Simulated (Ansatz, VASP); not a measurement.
**One calculation of V, two programs**

```
V
1.0
     4.45343    0.00000    0.00000
    -2.22672    3.85678    0.00000
     0.00000    0.00000    2.38679
V
3
Direct
  0.00000 0.00000 0.00000
  0.33333 0.66667 0.50000
  0.66667 0.33333 0.50000
```

Alike in both runs: task single point; functional PBE; k mesh 11 × 11 × 17; occupations fermi-dirac, width 0.05 eV; collinear spin.

```csv
,VASP,Ansatz
version,VASP 6.6.1,Ansatz 0.2.0
potentials or method,"VASP PAW PBE potentials, release 64 (V_sv), cutoff 520 eV","plane waves (420 eV) with PAW, scalar-relativistic"
valence electrons in the cell,39,39
```

|  | VASP | Ansatz | Ansatz less VASP |
| --- | --- | --- | --- |
| net moment per atom (μB) | 0.00 | 0.00 | 0.000 |

Ansatz's warnings: seeded moment not kept.
